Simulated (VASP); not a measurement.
**WC: single point with LDA**

WC:

```
W C
1.0
     0.00000    2.22154    2.22154
     2.22154    0.00000    2.22154
     2.22154    2.22154    0.00000
W C
1 1
Direct
  0.00000 0.00000 0.00000
  0.50000 0.50000 0.50000
```

This cell differs from its parent crystal: volume scaled by 1.04.

- Program: VASP 6.6.1
- Task: single point
- Functional: LDA
- Potentials or basis: VASP PAW LDA potentials, release 64 (W_sv, C)
- Cutoff: 520 eV
- k mesh: 10 × 10 × 10
- Occupations: fermi-dirac, width 0.05 eV
- Spin: no spin polarisation

```yaml
Pressure: -26.3 GPa
Band_gap_on_the_k_mesh: zero (band 9 reaches 12.62 eV, above the bottom of band 10 at 9.65 eV)
```

Levels at points of the mesh, in eV from the Fermi level:
```
           k point  band 7  band 8  band 9  band 10  band 11  band 12
(0.00, 0.00, 0.00)   -2.65   -2.65   -0.98    -0.98    -0.98    -0.98
(0.50, 0.00, 0.00)   -6.31   -6.31    0.91     0.91     2.13     4.94
(0.50, 0.50, 0.00)   -5.41   -2.40   -2.40     0.73     2.06     2.06
```

It took 31 s on 1 thread of AMD EPYC 7R13 (shared host), peak memory 0.11 GiB.

Caveat: spin-orbit coupling is left out, which moves the levels of the heavy elements.
